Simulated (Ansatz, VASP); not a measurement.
BaTiO3: VASP beside Ansatz

File INCAR:

```
SYSTEM = BaTiO3
ALGO     = Normal         ! electronic algorithm
EDIFF    = 1E-8           ! SCF threshold, eV
ENCUT    = 910            ! plane-wave cutoff, eV
GGA      = PE             ! functional
GGA_COMPAT= .False.      
ISIF     = 2              ! what is computed and relaxed
ISMEAR   = -1             ! smearing method
LASPH    = .True.         ! aspherical terms in the spheres
LCHARG   = .False.        ! write CHGCAR
LEFG     = .True.       
LREAL    = .False.        ! projectors in reciprocal space
LWAVE    = .False.        ! write WAVECAR
NBANDS   = 28             ! bands
NELM     = 120            ! most SCF steps
PREC     = Accurate       ! precision mode
SIGMA    = 0.05           ! smearing width, eV
```

KPOINTS

```
k-points
0
Gamma
  8 8 8
  0 0 0
```

POSCAR

```
BaTiO3
1.0
    4.0338391840      0.0000000000      0.0000000000
    0.0000000000      4.0338391840      0.0000000000
    0.0000000000      0.0000000000      4.0338391840
Ba Ti O
1 1 3
Direct
    0.5000000000      0.5000000000      0.5000000000
    0.0000000000      0.0000000000      0.0000000000
    0.5000000000      0.0000000000      0.0000000000
    0.0000000000      0.5000000000      0.0000000000
    0.0000000000      0.0000000000      0.5000000000
```

Input for Ansatz:

```yaml
crystal:
  lattice:
    - [4.033839184, 0.0, 0.0]
    - [0.0, 4.033839184, 0.0]
    - [0.0, 0.0, 4.033839184]
  atoms:
    - { symbol: Ba, position: [0.5, 0.5, 0.5] }
    - { symbol: Ti, position: [0.0, 0.0, 0.0] }
    - { symbol: O, position: [0.5, 0.0, 0.0] }
    - { symbol: O, position: [0.0, 0.5, 0.0] }
    - { symbol: O, position: [0.0, 0.0, 0.5] }
kpoints:
  mp_grid: { grid: [8, 8, 8] }
scf:
  occupations: { method: fermi_dirac, width: 0.05 }
hamiltonian:
  xc: pbe
  pseudopotentials: { kind: paw }
output:
  forces: true
  stress: true
  eigenvalues: true
  efg: { contact_densities: true }
  write_density: true
  write_potential: true
  elf: true
  volumetric_format: npy
```

Change from the starting cell: volume scaled by 1.02, PAW files.

Alike in both runs: task electric field gradients; functional PBE; k mesh 8 × 8 × 8; occupations fermi-dirac, width 0.05 eV; no spin polarisation.

```csv
,VASP,Ansatz
version,VASP 6.6.1,Ansatz 0.2.0
potentials or method,"VASP PAW PBE potentials, release 64 (Ba_sv, Ti_sv, O_h)","PAW with Ansatz's default frozen-core files, scalar-relativistic"
plane-wave cutoff (eV),910,420
valence electrons in the cell,40,40
```

|  | VASP | Ansatz | Ansatz less VASP |
| --- | --- | --- | --- |
| size of Vzz on the site where it differs most (V/Å²) | 26.9 | 27.8 | +0.82 |

Neither program's run includes spin-orbit coupling. Noted on VASP's run: the cutoff is short for stress, so the pressure is rough.
